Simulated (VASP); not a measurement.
# Al32ClO48 (a cell with a defect) in VASP: a series of runs

Al32ClO48 (a cell with a defect) is run at these levels: PBE; tasks: single point.

Program: VASP 6.6.1. These are calculated values, not measurements. Logs are shortened: lines on timing, memory, paths and dates and some standing lists are left out, and cuts for length are marked.

**1. The cell of the first run**

The cell holds a defect, 81 atoms: a = 10.361 Å, b = 10.361 Å, c = 10.361 Å, α = 55.29°, β = 55.29°, γ = 55.29°.

**2. Single point, PBE**

Contents of INCAR:

```
SYSTEM = Al32ClO48
PREC = Accurate ; ENCUT = 520
EDIFF = 1E-6 ; ISMEAR = -1
SIGMA = 0.01 ; LREAL = Auto
LASPH = .True. ; NELM = 60
ALGO = Normal ; ISIF = 2
LWAVE = .False. ; LCHARG = .False.
GGA = PE ; NBANDS = 242
NELECT = 392.0
```

Contents of KPOINTS:

```
Automatic mesh
0
Gamma
  1 1 1
  0.25 0.25 0.25
```

Contents of POSCAR:

```
Al32ClO48
1.0
    4.8078835200      2.7758328500      8.7484141900
   -4.8078835200      2.7758328500      8.7484141900
    0.0000000000     -5.5516656900      8.7484141900
Al O Cl
32 48 1
Direct
    0.3036463000      0.3242953600      0.3261380500
    0.4380054100      0.4185869100      0.4292801500
    0.0737118600      0.0746649600      0.0711498600
    0.1678743900      0.1802206400      0.1778160100
    0.3213876900      0.3237581100      0.8224905100
    0.4204015300      0.4273900900      0.9208492600
    0.0714233700      0.0734603600      0.5755750100
    0.1788043600      0.1756961800      0.6732241000
    0.3229968700      0.8273472800      0.3214285900
    0.4245568700      0.9292262100      0.4238979700
    0.0619287600      0.5720956000      0.0745764200
    0.1690949800      0.6792772200      0.1713773200
    0.3233544100      0.8264975300      0.8228955800
    0.4202238600      0.9272694100      0.9295856500
    0.0801114800      0.5725247000      0.5649133800
    0.1747022000      0.6777013600      0.6726261400
    0.7971176200      0.3272964300      0.3123113200
    0.9164970300      0.4233959900      0.4235867000
    0.5759715900      0.0797689400      0.0700215700
    0.6902093500      0.1728240100      0.1934544000
    0.8257496000      0.3208732200      0.8158556100
    0.9317200700      0.4312499500      0.9132737000
    0.5748628400      0.0719087800      0.5840583100
    0.6770887400      0.1800021200      0.6861264600
    0.8212597100      0.8221779300      0.3254348900
    0.9256734200      0.9222665500      0.4282001100
    0.5898984700      0.5827946300      0.0695971300
    0.6774348300      0.6844010700      0.1747074300
    0.8253639400      0.8246215500      0.8211763100
    0.9253063000      0.9284005500      0.9268590300
    0.5692079000      0.5772595500      0.5734830600
    0.6776811800      0.6773679100      0.6722833100
    0.2179527400      0.0310475400      0.3744019200
    0.4693479700      0.1273812400      0.2782542600
    0.0151394700      0.3737022400      0.2256148700
    0.3697947300      0.2235776700      0.0297642600
    0.1167902200      0.2781957000      0.4751957800
    0.2388656400      0.4740619300      0.1335403400
    0.2209412000      0.0329597200      0.8710379100
    0.4653084600      0.1208916300      0.7881614000
    0.0327096900      0.3752310400      0.7142781800
    0.3797120600      0.2237238100      0.5203560600
    0.1232918100      0.2788416500      0.9695196100
    0.2774956500      0.4720479700      0.6205851100
    0.2288254400      0.5247245700      0.3650097700
    0.4729529700      0.6287191900      0.2753939000
    0.0256095500      0.8765674600      0.2196912000
    0.3670223800      0.7347741900      0.0269317200
    0.1276365500      0.7781215100      0.4655258700
    0.2723884800      0.9755011000      0.1269476700
    0.2141699900      0.5305603700      0.8728247700
    0.4672284900      0.6286660100      0.7759727500
    0.0302873200      0.8743491500      0.7196734500
    0.3720017400      0.7257047400      0.5252429500
    0.1235537800      0.7828442400      0.9691189900
    0.2796909700      0.9740454600      0.6218256100
    0.7222297600      0.0156334700      0.3880230800
    0.9639809900      0.1260509800      0.2774255100
    0.6306679300      0.3409385000      0.2602767000
    0.8786822800      0.2237059400      0.0190424300
    0.6185175800      0.2679299100      0.5101097900
    0.7988792900      0.4981401400      0.0975245500
    0.7238547600      0.0178300000      0.8769485500
    0.9781010900      0.1209371800      0.7772685200
    0.5140896400      0.3850712400      0.7191035700
    0.8733952100      0.2196816200      0.5380787600
    0.6436982900      0.2637995900      0.9212188600
    0.7755928300      0.4767673400      0.6196735200
    0.7128757700      0.5290698500      0.3755022200
    0.9589085900      0.6285231100      0.2805178600
    0.5266926200      0.8803304800      0.2202470900
    0.8727994500      0.7308083000      0.0267442000
    0.6214572200      0.7801094100      0.4712511100
    0.7760166700      0.9782284000      0.1266823600
    0.7343830200      0.5366367800      0.8612459700
    0.9764356500      0.6289102400      0.7690784700
    0.5277866300      0.8746891000      0.7215123600
    0.8800462200      0.7176186700      0.5239566700
    0.6213847300      0.7859039700      0.9703273200
    0.7811189700      0.9645621800      0.6268193700
    0.5055620000      0.4191516400      0.0915660300
```

Potentials or basis: VASP PAW PBE potentials, release 64 (Al, O, Cl).

On the command line:

```
> cat potpaw_PBE.64/Al/POTCAR potpaw_PBE.64/O/POTCAR potpaw_PBE.64/Cl/POTCAR > POTCAR
> mpirun -np 1 vasp_std > vasp.out
```

OUTCAR:

```text
SYSTEM = Al32ClO48
   PREC = Accurate
   ENCUT = 520
   EDIFF = 1E-6
   ISMEAR = -1
   LREAL = Auto
   LASPH = .True.
   NELM = 60
   ISIF = 2
   GGA = PE
   NELECT = 392.0

 ion  position               nearest neighbor table
   1  0.304  0.324  0.326-  37 1.78  34 1.88  38 1.91  45 1.96  42 2.06  81 2.25   8 2.76  12 2.83
                             2 2.91  20 3.07  18 3.17  10 3.20   6 3.29
   2  0.438  0.419  0.429-  44 1.86  59 1.87  61 1.90  46 1.92  42 1.98  45 2.11  23 2.78  15 2.86
                            17 2.89  27 2.90   1 2.91   5 3.20   9 3.31
   3  0.074  0.075  0.071-  39 1.87  60 1.87  47 1.88  50 1.97  43 1.98  58 2.00   4 2.68  14 2.77
                            22 2.86  26 2.86  20 3.09   8 3.25  12 3.25
   4  0.168  0.180  0.178-  35 1.84  33 1.87  36 1.89  50 1.99  43 2.00  58 2.01   3 2.68   9 2.83
                             5 2.84  17 2.95  11 3.19   7 3.25  19 3.34
   5  0.321  0.324  0.822-  40 1.86  43 1.86  44 1.89  65 1.94  51 2.00  36 2.01   6 2.63  24 2.83
                            16 2.83   4 2.84  22 3.19   2 3.20  14 3.24
   6  0.420  0.427  0.921-  52 1.90  65 1.94  67 1.94  36 1.97  51 1.99  38 2.02  81 2.33   5 2.63
                            31 2.79  19 2.80  11 2.87  13 3.28   1 3.29  21 3.31
   7  0.071  0.073  0.576-  66 1.83  53 1.85  33 1.88  37 1.97  64 1.97  56 2.01   8 2.69  30 2.81
                            18 2.82  10 2.83  24 3.19  16 3.24   4 3.25
   8  0.179  0.176  0.673-  39 1.85  41 1.86  42 1.90  56 1.97  64 1.98  37 2.00   7 2.69   1 2.76
                            13 2.80  21 2.82  15 3.24   3 3.25  23 3.26
   9  0.323  0.827  0.321-  49 1.86  50 1.86  46 1.87  54 1.98  33 1.99  71 2.00  10 2.68  16 2.82
                             4 2.83  28 2.83  14 3.21  26 3.25   2 3.31
  10  0.425  0.929  0.424-  56 1.86  34 1.86  73 1.86  71 1.97  54 2.00  33 2.01   9 2.68  31 2.82
                             7 2.83  19 2.84   1 3.20  25 3.24  13 3.26
  11  0.062  0.572  0.075-  38 1.79  72 1.82  35 1.88  51 1.88  70 2.04  55 2.11  12 2.72  18 2.80
                            30 2.84   6 2.87  28 3.11   4 3.19  16 3.26
  12  0.169  0.679  0.171-  47 1.87  45 1.90  48 1.91  55 1.94  38 2.02  70 2.03  11 2.72  25 2.79
                            13 2.80   1 2.83  81 2.94  15 3.23   3 3.25
  13  0.323  0.826  0.823-  52 1.87  55 1.87  56 1.88  48 1.97  77 1.98  39 1.99  14 2.66   8 2.80
                            12 2.80  32 2.84  30 3.25  10 3.26   6 3.28
  14  0.420  0.927  0.930-  40 1.82  79 1.87  50 1.87  48 1.90  39 1.98  77 2.02  13 2.66   3 2.77
                            23 2.78  27 2.79   9 3.21   5 3.24  29 3.30
  15  0.080  0.573  0.565-  78 1.86  41 1.87  45 1.89  44 1.96  49 1.99  76 2.02  16 2.69  22 2.79
                            26 2.80   2 2.86  12 3.23   8 3.24  32 3.28
  16  0.175  0.678  0.673-  51 1.86  53 1.86  54 1.87  76 1.93  49 2.00  44 2.01  15 2.69  29 2.80
                             9 2.82   5 2.83  31 3.23   7 3.24  11 3.26
  17  0.797  0.327  0.312-  58 1.87  61 1.88  62 1.90  59 1.99  69 2.10  35 2.14  66 2.34  28 2.84
                            18 2.86   2 2.89   4 2.95  24 2.97  27 3.17  22 3.21  26 3.25  20 3.33
  18  0.916  0.423  0.424-  68 1.88  70 1.91  37 1.91  66 1.92  35 1.93  69 1.96  11 2.80  31 2.80
                             7 2.82  17 2.86   1 3.17  21 3.23  25 3.29
  19  0.576  0.080  0.070-  67 1.86  71 1.89  63 1.90  36 1.91  74 1.99  34 2.00  30 2.80   6 2.80
                            10 2.84  20 2.90  24 3.13  28 3.22   4 3.34
  20  0.690  0.173  0.193-  57 1.80  60 1.85  59 1.89  74 2.04  34 2.17  81 2.23  67 2.66  25 2.78
                            19 2.90  21 3.00   1 3.07   3 3.09  23 3.16  26 3.31  27 3.32  17 3.33
  21  0.826  0.321  0.816-  67 1.81  64 1.86  68 1.88  60 2.00  41 2.04  75 2.10  22 2.75   8 2.82
                            32 2.85  81 2.98  20 3.00  30 3.19  18 3.23   6 3.31
  22  0.932  0.431  0.913-  62 1.86  76 1.86  43 1.86  75 1.93  41 1.97  60 2.03  21 2.75  27 2.77
                            15 2.79   3 2.86   5 3.19  17 3.21  29 3.22
  23  0.575  0.072  0.584-  77 1.86  57 1.90  42 1.93  61 1.95  80 1.95  40 1.96  24 2.73   2 2.78
                            14 2.78  26 2.82  20 3.16  32 3.25   8 3.26  17 3.36
  24  0.677  0.180  0.686-  61 1.81  66 1.83  63 1.83  65 1.89  40 2.11  80 2.14  23 2.73   5 2.83
                            29 2.83  17 2.97  19 3.13   7 3.19  31 3.21
  25  0.821  0.822  0.325-  70 1.82  73 1.86  74 1.88  57 1.97  78 1.98  47 2.00  26 2.69  32 2.77
                            20 2.78  12 2.79  10 3.24  30 3.25  18 3.29
  26  0.926  0.922  0.428-  80 1.85  49 1.86  58 1.88  57 1.94  78 1.98  47 2.01  25 2.69  15 2.80
                            23 2.82   3 2.86  29 3.22  17 3.25   9 3.25  20 3.31
  27  0.590  0.583  0.070-  79 1.88  46 1.95  62 1.95  75 1.95  48 2.06  59 2.11  81 2.17  28 2.58
                            22 2.77  14 2.79   2 2.90  17 3.17  32 3.30  20 3.32  29 3.36
[... 324 lines left out ...]
   ISPIN  =      1    spin polarized calculation?
   LNONCOLLINEAR =      F non collinear calculations
   LSORBIT =      F    spin-orbit coupling
   LASPH  =      T    aspherical Exc in radial PAW
   ENCUT  =  520.0 eV  38.22 Ry    6.18 a.u.  19.27 19.27 19.27*2*pi/ulx,y,z
   NELM   =     60;   NELMIN=  2; NELMDL= -5     # of ELM steps
   EDIFF  = 0.1E-05   stopping-criterion for ELM
   LREAL  =      T    real-space projection
   EDIFFG = 0.1E-04   stopping-criterion for IOM
   NSW    =      0    number of steps for IOM
   IBRION =     -1    ionic relax: 0-MD 1-quasi-New 2-CG
   NFREE  =      0    steps in history (QN), initial steepest desc. (CG)
   ISIF   =      2    stress and relaxation
   ISYM   =      2    0-nonsym 1-usesym 2-fastsym
   POTIM  = 0.5000    time-step for ionic-motion
   TEBEG  =    0.0;   TEEND  =   0.0 temperature during run
   PSTRESS=    0.0 pullay stress
   NELECT =     392.0000    total number of electrons
   NUPDOWN=      -1.0000    fix difference up-down
   EMIN   =  10.00;   EMAX   =-10.00  energy-range for DOS
   EFERMI =   0.00;   METHOD = LEGACY
   ISMEAR =    -1;   SIGMA  =   0.01  broadening in eV -4-tet -1-fermi 0-gaus
   EFERMI_NEDOS =   21; number of points for ismear=-14 and -15
   IALGO  =     38    algorithm
   IMIX   =      4    mixing-type and parameters
     AMIX     =   0.40;   BMIX     =  1.00
     AMIX_MAG =   1.60;   BMIX_MAG =  1.00
  volume/ion in A,a.u.               =       8.65        58.36
  Fermi-wavevector in a.u.,A,eV,Ry     =   1.349049  2.549332 24.761677  1.819932
  Thomas-Fermi vector in A             =   2.476667
   LORBIT       =      0    0 simple, 1 ext, 2 COOP (PROOUT), +10 PAW based schemes
   GGA     = PE    functional components
   LHFCALC =     F    Hartree Fock is set to
   AEXX    =    0.0000 exact exchange contribution
   IVDW    =     0    specifies the selected vdW correction
   LEPSILON=     F    determine dielectric tensor
   LRPA    =     F    only Hartree local field effects (RPA)
 non-spin polarized calculation
  energy-cutoff  :      520.00
  volume of cell :      700.53
 maximum number of plane-waves:     18804
 NGX is ok and might be reduce to    80
   NGX = 39   NGY = 39   NGZ = 39

 number of electron     392.0000003 magnetization

 Free energy of the ion-electron system (eV)
  ---------------------------------------------------
  ext. energy  EPLUGINS =         0.00000000
  ---------------------------------------------------
  free energy    TOTEN  =      -581.94753887 eV

  energy without entropy =     -581.94753887  energy(sigma->0) =     -581.94753887

 E-fermi :   7.9277     XC(G=0): -11.6696

 val. band max:        7.6462675259   @ k =   0.2500   0.2500   0.2500
 cond. band min:      12.2552714508   @ k =   0.2500   0.2500   0.2500
 fundamental gap:      4.6090039248
 Fermi energy:         7.9277120631

 k-point     1 :       0.2500    0.2500    0.2500
  band No.  band energies     occupation
      1     -12.9851      2.00000
      2     -12.4822      2.00000
      3     -12.0970      2.00000
      4     -12.0514      2.00000
      5     -12.0024      2.00000
      6     -11.9833      2.00000
[... 200 lines left out ...]
    207      15.1642      0.00000
    208      15.2006      0.00000
 [bands above 208 left out]

------------------------ aborting loop because EDIFF is reached ----------------------------------------

  FORCE on cell =-STRESS in cart. coord.  units (eV):
  Direction    XX          YY          ZZ          XY          YZ          ZX
  --------------------------------------------------------------------------------------
  -------------------------------------------------------------------------------------
  Total       38.9921520     43.0858640     36.9520296     -3.1452565     -1.7170515      4.3627175
  in kB       89.1784568     98.5411336     84.5125185     -7.1934764     -3.9270468      9.9779158
  external PRESSURE =      90.7440363 kB  Pullay stress =       0.0000000 kB

 VOLUME and BASIS-vectors are now :
 -----------------------------------------------------------------------------
  energy-cutoff  :      520.00
  volume of cell :      700.53
      direct lattice vectors                 reciprocal lattice vectors
     4.807883520  2.775832850  8.748414190     0.103995864  0.060042040  0.038102144
    -4.807883520  2.775832850  8.748414190    -0.103995864  0.060042040  0.038102144
     0.000000000 -5.551665690  8.748414190     0.000000000 -0.120084080  0.038102144

 POSITION                                       TOTAL-FORCE (eV/Angst)
 -----------------------------------------------------------------------------------
     -0.09928     -0.06755      8.34668         0.012121      0.017730      0.009593
      0.09336     -0.00546     11.24934        -0.014058     -0.001591      0.004076
     -0.00458      0.01687      1.92051         0.001912     -0.001044     -0.002819
     -0.05936     -0.02092      4.60089         0.001585      0.004265     -0.009329
     -0.01140     -2.77538     12.83949         0.004314      0.000847     -0.005372
     -0.03360     -2.75892     15.47280        -0.004951     -0.005741      0.001475
[... 73 lines left out ...]
     -0.88197      1.36583     20.75562        -0.026635     -0.002690      0.001861
      0.41545      2.05851      8.89084         0.003294     -0.009981      0.005983
 -----------------------------------------------------------------------------------
    total drift:                                0.021295      0.011001     -0.013767

  FREE ENERGIE OF THE ION-ELECTRON SYSTEM (eV)
  ---------------------------------------------------
  free  energy   TOTEN  =      -581.9475388673 eV

  energy  without entropy=     -581.9475388673  energy(sigma->0) =     -581.94753887
```

Wall time 9.2 min (1 thread of Intel Xeon Platinum 8259CL at 2.50GHz (Skylake/Cascade Lake), shared host); peak memory 0.99 GiB.

Results:

```yaml
Free_energy: -581.9475 eV
Largest_force: 0.035 eV/Å
```

Forces on the atoms (eV/Å):
```
Al   0.012  0.018  0.010
Al  -0.014 -0.002  0.004
Al   0.002 -0.001 -0.003
Al   0.002  0.004 -0.009
Al   0.004  0.001 -0.005
Al  -0.005 -0.006  0.001
Al   0.003  0.000  0.005
Al  -0.001 -0.002  0.002
Al   0.002 -0.002 -0.006
Al   0.001 -0.003  0.004
Al  -0.012  0.004 -0.012
Al   0.004 -0.003  0.007
Al  -0.001  0.007 -0.002
Al   0.002  0.002  0.003
Al  -0.006  0.001 -0.003
Al   0.001  0.002 -0.005
Al   0.008 -0.006  0.015
Al   0.003  0.001  0.004
Al   0.002 -0.004 -0.006
Al  -0.009  0.008 -0.014
Al   0.008  0.006  0.010
Al   0.001  0.002  0.002
Al   0.001  0.004 -0.006
Al   0.002 -0.013 -0.002
Al  -0.006 -0.001  0.008
Al  -0.001  0.000  0.003
Al  -0.002 -0.012 -0.019
Al  -0.001  0.003 -0.001
Al   0.003 -0.008 -0.008
Al  -0.003  0.003  0.003
Al   0.000  0.000 -0.001
Al  -0.001  0.004  0.004
O    0.023  0.003  0.002
O   -0.001  0.017  0.005
O   -0.014 -0.018 -0.002
O   -0.002  0.007 -0.006
O    0.007 -0.026 -0.011
O    0.013  0.018  0.019
O    0.019  0.001 -0.003
O    0.007  0.021  0.007
O   -0.010 -0.018  0.000
O   -0.011  0.014  0.002
O    0.002 -0.012  0.000
O   -0.021  0.001  0.006
O    0.030 -0.001  0.000
O    0.004 -0.007  0.008
O   -0.011 -0.016 -0.002
O    0.004  0.007 -0.001
O    0.010 -0.018  0.002
O   -0.020 -0.004  0.000
O    0.017 -0.012  0.002
O    0.008  0.012  0.005
O   -0.008 -0.017  0.001
O   -0.011  0.020  0.001
O    0.012 -0.023 -0.004
O   -0.018  0.001 -0.001
O    0.023 -0.004  0.004
O    0.010  0.019  0.000
O   -0.014  0.025 -0.019
O   -0.005  0.009 -0.005
O    0.007  0.000 -0.013
O   -0.016 -0.008 -0.005
O    0.012 -0.005  0.004
O    0.013  0.018 -0.002
O   -0.007 -0.018  0.004
O   -0.019  0.018 -0.002
O   -0.005 -0.022  0.017
O   -0.022 -0.001 -0.003
O    0.019  0.008  0.004
O    0.011  0.018 -0.006
O   -0.001  0.001  0.004
O   -0.016  0.016  0.001
O    0.005 -0.019 -0.005
O   -0.018  0.000 -0.004
O    0.017 -0.007 -0.005
O    0.009  0.017  0.001
O   -0.011 -0.021 -0.002
O   -0.008  0.020  0.000
O    0.010 -0.008  0.008
O   -0.027 -0.003  0.002
Cl   0.003 -0.010  0.006
```

Caveat: the k points lie up to 0.79 Å⁻¹ apart; the cell carries a net charge on a neutralising background, which shifts energy and pressure; the cell is charged against a uniform background, so pressure and absolute levels hang on convention.

(Continued in part 2 of 2.)
